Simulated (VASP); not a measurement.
# K (Pm-3m) in VASP: a series of runs

K is run at these levels: PBE; tasks: single point.

Everything below comes from runs of VASP 6.6.1. Logs are shortened: lines on timing, memory, paths and dates and some standing lists are left out, and cuts for length are marked.

### 1 The cell of the first run

The structure is cubic, space group Pm-3m (No. 221). Conventional cell: a = 4.241 Å, b = 4.241 Å, c = 4.241 Å, α = 90.00°, β = 90.00°, γ = 90.00°. Within 5.6 Å of K (site symmetry m-3m) lie 6 K at 4.24 Å.

### 2 Single point, PBE

Input file INCAR:

```
SYSTEM = K
PREC = Accurate
ENCUT = 520
EDIFF = 1E-7
ISMEAR = -1
SIGMA = 0.06122561905347299
LREAL = .FALSE.
LASPH = .TRUE.
NELM = 60
ALGO = Normal
ISIF = 2
LWAVE = .FALSE.
LCHARG = .FALSE.
GGA = PE
NBANDS = 10
```

Input file KPOINTS:

```
Automatic mesh
0
G
  13 13 13
  0 0 0
```

Input file POSCAR:

```
K
1.0
    4.2412494241      0.0000000000      0.0000000000
    0.0000000000      4.2412494241      0.0000000000
    0.0000000000      0.0000000000      4.2412494241
K
1
Direct
    0.0000000000      0.0000000000      0.0000000000
```

Potentials or basis: VASP PAW PBE potentials, release 64 (K_sv).

The run is started by

```bash
$ cat potpaw_PBE.64/K_sv/POTCAR > POTCAR
$ mpirun -np 1 vasp_std > vasp.out
```

OUTCAR:

```text
SYSTEM = K
   PREC = Accurate
   ENCUT = 520
   EDIFF = 1E-7
   ISMEAR = -1
   LREAL = .FALSE.
   LASPH = .TRUE.
   NELM = 60
   ISIF = 2
   GGA = PE

 ion  position               nearest neighbor table
   1  0.000  0.000  0.000-

  LATTYP: Found a simple cubic cell.
 ALAT       =     4.2412494241

  Lattice vectors:

 A1 = (   4.2412494241,   0.0000000000,   0.0000000000)
 A2 = (   0.0000000000,   4.2412494241,   0.0000000000)
 A3 = (   0.0000000000,   0.0000000000,   4.2412494241)

Analysis of symmetry for initial positions (statically):
=====================================================================
 Subroutine PRICEL returns:
 Original cell was already a primitive cell.

 Routine SETGRP: Setting up the symmetry group for a
 simple cubic supercell.

 Subroutine GETGRP returns: Found 48 space group operations
 (whereof 48 operations were pure point group operations)
 out of a pool of 48 trial point group operations.

The static configuration has the point symmetry O_h .

Analysis of symmetry for dynamics (positions and initial velocities):
=====================================================================
 Subroutine PRICEL returns:
 Original cell was already a primitive cell.

 Routine SETGRP: Setting up the symmetry group for a
 simple cubic supercell.

 Subroutine GETGRP returns: Found 48 space group operations
 (whereof 48 operations were pure point group operations)
 out of a pool of 48 trial point group operations.

The dynamic configuration has the point symmetry O_h .

 Subroutine INISYM returns: Found 48 space group operations
 (whereof 48 operations are pure point group operations),
 and found     1 'primitive' translations

----------------------------------------------------------------------------------------

                                     Primitive cell

  volume of cell :      76.2924

  direct lattice vectors                    reciprocal lattice vectors
     4.241249424  0.000000000  0.000000000     0.235779578  0.000000000  0.000000000
     0.000000000  4.241249424  0.000000000     0.000000000  0.235779578  0.000000000
     0.000000000  0.000000000  4.241249424     0.000000000  0.000000000  0.235779578

  length of vectors
     4.241249424  4.241249424  4.241249424     0.235779578  0.235779578  0.235779578

  position of ions in fractional coordinates (direct lattice)
     0.000000000  0.000000000  0.000000000

  ion indices of the primitive-cell ions
   primitive index   ion index
                 1           1

----------------------------------------------------------------------------------------

 KPOINTS: Automatic mesh

Automatic generation of k-mesh.
 Grid dimensions read from file:
 generate k-points for:   13   13   13

 Generating k-lattice:

  Cartesian coordinates                     Fractional coordinates (reciprocal lattice)
     0.018136891  0.000000000  0.000000000     0.076923077  0.000000000  0.000000000
     0.000000000  0.018136891  0.000000000     0.000000000  0.076923077  0.000000000
     0.000000000  0.000000000  0.018136891     0.000000000  0.000000000  0.076923077

  Length of vectors
     0.018136891  0.018136891  0.018136891

  Shift w.r.t. Gamma in fractional coordinates (k-lattice)
     0.000000000  0.000000000  0.000000000

 Subroutine IBZKPT returns following result:
 ===========================================

 Found     84 irreducible k-points:

 Following reciprocal coordinates:
            Coordinates               Weight
  0.000000  0.000000  0.000000      1.000000
  0.076923  0.000000  0.000000      6.000000
  0.153846  0.000000  0.000000      6.000000
  0.230769  0.000000  0.000000      6.000000
  0.307692  0.000000  0.000000      6.000000
  0.384615  0.000000  0.000000      6.000000
[... 16 lines left out ...]
  0.307692  0.307692  0.000000     12.000000
  0.384615  0.307692  0.000000     24.000000
 [... further k-points ...]
   k-points           NKPTS =     84   k-points in BZ     NKDIM =     84   number of bands    NBANDS=     10
   number of dos      NEDOS =    301   number of ions     NIONS =      1
   total plane-waves  NPLWV =  32768
   dimension x,y,z NGX =    32 NGY =   32 NGZ =   32
   dimension x,y,z NGXF=    64 NGYF=   64 NGZF=   64
   ions per type =               1
   NGX,Y,Z   is equivalent  to a cutoff of  12.54, 12.54, 12.54 a.u.
   NGXF,Y,Z  is equivalent  to a cutoff of  25.09, 25.09, 25.09 a.u.
 SYSTEM =  K
   PREC   = accura    normal or accurate (medium, high low for compatibility)
   ISTART =      0    job   : 0-new  1-cont  2-samecut
   ICHARG =      2    charge: 1-file 2-atom 10-const
   ISPIN  =      1    spin polarized calculation?
   LNONCOLLINEAR =      F non collinear calculations
   LSORBIT =      F    spin-orbit coupling
   LASPH  =      T    aspherical Exc in radial PAW
   ENCUT  =  520.0 eV  38.22 Ry    6.18 a.u.   7.89  7.89  7.89*2*pi/ulx,y,z
   NELM   =     60;   NELMIN=  2; NELMDL= -5     # of ELM steps
   EDIFF  = 0.1E-06   stopping-criterion for ELM
   LREAL  =      F    real-space projection
   EDIFFG = 0.1E-05   stopping-criterion for IOM
   NSW    =      0    number of steps for IOM
   IBRION =     -1    ionic relax: 0-MD 1-quasi-New 2-CG
   NFREE  =      0    steps in history (QN), initial steepest desc. (CG)
   ISIF   =      2    stress and relaxation
   ISYM   =      2    0-nonsym 1-usesym 2-fastsym
   POTIM  = 0.5000    time-step for ionic-motion
   TEBEG  =    0.0;   TEEND  =   0.0 temperature during run
   PSTRESS=    0.0 pullay stress
   NELECT =       9.0000    total number of electrons
   NUPDOWN=      -1.0000    fix difference up-down
   EMIN   =  10.00;   EMAX   =-10.00  energy-range for DOS
   EFERMI =   0.00;   METHOD = LEGACY
   ISMEAR =    -1;   SIGMA  =   0.06  broadening in eV -4-tet -1-fermi 0-gaus
   EFERMI_NEDOS =   21; number of points for ismear=-14 and -15
   IALGO  =     38    algorithm
   IMIX   =      4    mixing-type and parameters
     AMIX     =   0.40;   BMIX     =  1.00
     AMIX_MAG =   1.60;   BMIX_MAG =  1.00
  volume/ion in A,a.u.               =      76.29       514.85
  Fermi-wavevector in a.u.,A,eV,Ry     =   0.802901  1.517262  8.770990  0.644650
  Thomas-Fermi vector in A             =   1.910666
   LORBIT       =      0    0 simple, 1 ext, 2 COOP (PROOUT), +10 PAW based schemes
   GGA     = PE    functional components
   LHFCALC =     F    Hartree Fock is set to
   AEXX    =    0.0000 exact exchange contribution
   IVDW    =     0    specifies the selected vdW correction
   LEPSILON=     F    determine dielectric tensor
   LRPA    =     F    only Hartree local field effects (RPA)
 non-spin polarized calculation
  energy-cutoff  :      520.00
  volume of cell :       76.29
 maximum number of plane-waves:      2103
 NGX is ok and might be reduce to    32
   NGX = 15   NGY = 15   NGZ = 15

 number of electron       8.9999997 magnetization

 Free energy of the ion-electron system (eV)
  ---------------------------------------------------
  ext. energy  EPLUGINS =         0.00000000
  ---------------------------------------------------
  free energy    TOTEN  =        -0.94595552 eV

  energy without entropy =       -0.93564454  energy(sigma->0) =       -0.94080003

 E-fermi :  -0.1642     XC(G=0):  -5.5545

 val. band max:       -0.2056225494   @ k =   0.4615   0.1538   0.0000
 cond. band min:      -0.1629519908   @ k =   0.3846   0.3077   0.0000
 fundamental gap:      0.0426705585
 Fermi energy:        -0.1641738275

 k-point     1 :       0.0000    0.0000    0.0000
  band No.  band energies     occupation
      1     -32.4944      2.00000
      2     -15.9310      2.00000
      3     -15.9310      2.00000
      4     -15.9310      2.00000
      5      -2.2827      2.00000
      6       2.7287      0.00000
      7       2.7287      0.00000
      8       6.0740      0.00000
      9       6.0740      0.00000
     10       6.0741      0.00000

 k-point     2 :       0.0769    0.0000    0.0000
  band No.  band energies     occupation
      1     -32.4941      2.00000
      2     -15.9366      2.00000
      3     -15.9305      2.00000
      4     -15.9305      2.00000
      5      -2.2257      2.00000
      6       2.6778      0.00000
      7       2.7571      0.00000
      8       5.7659      0.00000
      9       5.7660      0.00000
     10       6.0908      0.00000

 k-point     3 :       0.1538    0.0000    0.0000
  band No.  band energies     occupation
      1     -32.4933      2.00000
      2     -15.9523      2.00000
      3     -15.9292      2.00000
      4     -15.9292      2.00000
      5      -2.0567      2.00000
      6       2.4822      0.00000
      7       2.8390      0.00000
      8       5.3913      0.00000
      9       5.3913      0.00000
     10       5.7241      0.00000

 k-point     4 :       0.2308    0.0000    0.0000
  band No.  band energies     occupation
      1     -32.4921      2.00000
      2     -15.9743      2.00000
      3     -15.9273      2.00000
      4     -15.9273      2.00000
      5      -1.7809      2.00000
      6       2.0811      0.00000
      7       2.9638      0.00000
      8       5.0669      0.00000
      9       5.0669      0.00000
     10       5.6230      0.00000
[... 222 lines left out ...]
 k-point    22 :       0.4615    0.2308    0.0000
  band No.  band energies     occupation
      1     -32.4872      2.00000
      2     -16.0218      2.00000
      3     -15.9642      2.00000
      4     -15.9193      2.00000
      5       0.0290      0.08183
      6       0.6115      0.00001
      7       3.2094      0.00000
      8       3.5163      0.00000
      9       4.7203      0.00000
     10       5.5239      0.00000

 k-point    23 :       0.3077    0.3077    0.0000
  band No.  band energies     occupation
      1     -32.4875      2.00000
      2     -15.9910      2.00000
      3     -15.9888      2.00000
      4     -15.9198      2.00000
      5      -0.5879      1.99803
      6       1.9967      0.00000
      7       2.2326      0.00000
      8       3.7873      0.00000
      9       4.9594      0.00000
     10       5.2828      0.00000

 k-point    24 :       0.3846    0.3077    0.0000
  band No.  band energies     occupation
      1     -32.4865      2.00000
      2     -16.0085      2.00000
      3     -15.9877      2.00000
      4     -15.9183      2.00000
      5      -0.1630      0.99002
      6       1.4868      0.00000
      7       2.4619      0.00000
      8       3.5416      0.00000
      9       4.8926      0.00000
     10       5.2455      0.00000

 [... further k-points ...]
[... 5 lines left out ...]
  --------------------------------------------------------------------------------------
  -------------------------------------------------------------------------------------
  Total        0.0525405      0.0525405      0.0525405      0.0000000      0.0000000     -0.0000000
  in kB        1.1033753      1.1033753      1.1033753      0.0000000      0.0000000     -0.0000000
  external PRESSURE =       1.1033753 kB  Pullay stress =       0.0000000 kB

 VOLUME and BASIS-vectors are now :
 -----------------------------------------------------------------------------
  energy-cutoff  :      520.00
  volume of cell :       76.29
      direct lattice vectors                 reciprocal lattice vectors
     4.241249424  0.000000000  0.000000000     0.235779578  0.000000000  0.000000000
     0.000000000  4.241249424  0.000000000     0.000000000  0.235779578  0.000000000
     0.000000000  0.000000000  4.241249424     0.000000000  0.000000000  0.235779578

 POSITION                                       TOTAL-FORCE (eV/Angst)
 -----------------------------------------------------------------------------------
      0.00000      0.00000      0.00000         0.000000      0.000000      0.000000
 -----------------------------------------------------------------------------------
    total drift:                               -0.000000     -0.000000      0.000000

  FREE ENERGIE OF THE ION-ELECTRON SYSTEM (eV)
  ---------------------------------------------------
  free  energy   TOTEN  =        -0.9459555216 eV

  energy  without entropy=       -0.9356445374  energy(sigma->0) =       -0.94080003
```

Run time: 16 s. Hardware: 1 thread of Intel Xeon 6975P-C (Granite Rapids), shared host; peak memory 0.19 GiB.

Results:

- Free energy: -0.9460 eV
- Pressure: 0.1 GPa

Levels at points of the mesh, in eV from the Fermi level:
```tsv
k point	band 2	band 3	band 4	band 5	band 6	band 7	band 8	band 9
(0.00, 0.00, 0.00)	-15.77	-15.77	-15.77	-2.12	2.89	2.89	6.24	6.24
```

### 3 Single point, PBE

Input file INCAR:

```
PREC = Accurate ; ENCUT = 520
EDIFF = 1E-6 ; ISMEAR = -1
SIGMA = 0.06122561905347299 ; LREAL = False
LASPH = True ; NELM = 60
ALGO = Normal ; ISIF = 2
LWAVE = False ; LCHARG = False
GGA = PE ; NBANDS = 10
```

Input file KPOINTS:

```
regular mesh
0
Gamma
  13 13 13
```

POSCAR is that of step 2.

Potentials or basis: VASP PAW PBE potentials, release 64 (K_sv).

The run is started by

```bash
$ cat potpaw_PBE.64/K_sv/POTCAR > POTCAR
$ mpirun -np 1 vasp_std > vasp.out
```

OUTCAR:

```text
PREC = Accurate
   ENCUT = 520
   EDIFF = 1E-6
   ISMEAR = -1
   LREAL = False
   LASPH = True
   NELM = 60
   ISIF = 2
   GGA = PE

 ion  position               nearest neighbor table
   1  0.000  0.000  0.000-

  LATTYP: Found a simple cubic cell.
 ALAT       =     4.2412494241

  Lattice vectors:

 A1 = (   4.2412494241,   0.0000000000,   0.0000000000)
 A2 = (   0.0000000000,   4.2412494241,   0.0000000000)
 A3 = (   0.0000000000,   0.0000000000,   4.2412494241)

Analysis of symmetry for initial positions (statically):
=====================================================================
 Subroutine PRICEL returns:
 Original cell was already a primitive cell.

 Routine SETGRP: Setting up the symmetry group for a
 simple cubic supercell.

 Subroutine GETGRP returns: Found 48 space group operations
 (whereof 48 operations were pure point group operations)
 out of a pool of 48 trial point group operations.

The static configuration has the point symmetry O_h .

Analysis of symmetry for dynamics (positions and initial velocities):
[... 155 lines left out ...]
  energy without entropy =       -0.93564493  energy(sigma->0) =       -0.94080028

 E-fermi :  -0.1642     XC(G=0):  -5.5546

 val. band max:       -0.2057017546   @ k =   0.4615   0.1538   0.0000
 cond. band min:      -0.1630156292   @ k =   0.3846   0.3077   0.0000
 fundamental gap:      0.0426861253
 Fermi energy:        -0.1642430369

 k-point     1 :       0.0000    0.0000    0.0000
  band No.  band energies     occupation
      1     -32.4942      2.00000
      2     -15.9308      2.00000
      3     -15.9308      2.00000
      4     -15.9308      2.00000
      5      -2.2828      2.00000
      6       2.7287      0.00000
      7       2.7287      0.00000
      8       6.0741      0.00000
      9       6.0744      0.00000
     10       6.0749      0.00000
[... 287 lines left out ...]
 k-point    24 :       0.3846    0.3077    0.0000
  band No.  band energies     occupation
      1     -32.4864      2.00000
      2     -16.0083      2.00000
      3     -15.9875      2.00000
      4     -15.9181      2.00000
      5      -0.1630      0.98998
      6       1.4868      0.00000
      7       2.4618      0.00000
      8       3.5416      0.00000
      9       4.8927      0.00000
     10       5.2456      0.00000

 [... further k-points ...]
[... 5 lines left out ...]
  --------------------------------------------------------------------------------------
  -------------------------------------------------------------------------------------
  Total        0.0517240      0.0517240      0.0517240     -0.0000000     -0.0000000     -0.0000000
  in kB        1.0862289      1.0862289      1.0862289     -0.0000000     -0.0000000     -0.0000000
  external PRESSURE =       1.0862289 kB  Pullay stress =       0.0000000 kB

 VOLUME and BASIS-vectors are now :
 -----------------------------------------------------------------------------
  energy-cutoff  :      520.00
  volume of cell :       76.29
      direct lattice vectors                 reciprocal lattice vectors
     4.241249424  0.000000000  0.000000000     0.235779578  0.000000000  0.000000000
     0.000000000  4.241249424  0.000000000     0.000000000  0.235779578  0.000000000
     0.000000000  0.000000000  4.241249424     0.000000000  0.000000000  0.235779578

 POSITION                                       TOTAL-FORCE (eV/Angst)
 -----------------------------------------------------------------------------------
      0.00000      0.00000      0.00000         0.000000      0.000000      0.000000
 -----------------------------------------------------------------------------------
    total drift:                               -0.000000      0.000000      0.000000

  FREE ENERGIE OF THE ION-ELECTRON SYSTEM (eV)
  ---------------------------------------------------
  free  energy   TOTEN  =        -0.9459556353 eV

  energy  without entropy=       -0.9356449310  energy(sigma->0) =       -0.94080028
```

Wall time 12 s (1 thread of Intel Xeon 6975P-C (Granite Rapids), shared host); peak memory 0.2 GiB.

Results:

```yaml
Free_energy: -0.9460 eV
Pressure: 0.1 GPa
```

Levels at points of the mesh, in eV from the Fermi level:
| k point | band 3 | band 4 | band 5 | band 6 | band 7 | band 8 |
| --- | --- | --- | --- | --- | --- | --- |
| (0.00, 0.00, 0.00) | -15.77 | -15.77 | -2.12 | 2.89 | 2.89 | 6.24 |

### 4 Single point, PBE

This run uses another cell than the first one, of 77.88 Å³/atom, 1.021 times its volume.

Input file INCAR:

```
PREC = Accurate
ENCUT = 520
EDIFF = 1E-6
ISMEAR = -1
SIGMA = 0.06122561905347299
LREAL = F
LASPH = T
NELM = 60
ALGO = Normal
ISIF = 2
LWAVE = F
LCHARG = F
GGA = PE
NBANDS = 10
```

Input file KPOINTS:

```
Automatic mesh
0
Gamma
  13 13 13
```

Input file POSCAR:

```
K
1.0
    4.2705003445      0.0000000000      0.0000000000
    0.0000000000      4.2705003445      0.0000000000
    0.0000000000      0.0000000000      4.2705003445
K
1
Direct
    0.0000000000      0.0000000000      0.0000000000
```

The run is started by

```bash
$ cat potpaw_PBE.64/K_sv/POTCAR > POTCAR
$ mpirun -np 1 vasp_std > vasp.out
```

Run time: 12 s. Hardware: 1 thread of Intel Xeon 6975P-C (Granite Rapids), shared host; peak memory 0.2 GiB.

Results (log left out):

| Quantity | Value |
| --- | --- |
| Free energy | -0.9469 eV |
| Pressure | 0.0 GPa |

Levels at points of the mesh, in eV from the Fermi level:
| k point | band 1 | band 2 | band 3 | band 4 | band 5 | band 6 | band 7 | band 8 | band 9 | band 10 |
| --- | --- | --- | --- | --- | --- | --- | --- | --- | --- | --- |
| (0.00, 0.00, 0.00) | -32.34 | -15.78 | -15.78 | -15.78 | -2.09 | 2.89 | 2.89 | 6.19 | 6.19 | 6.21 |
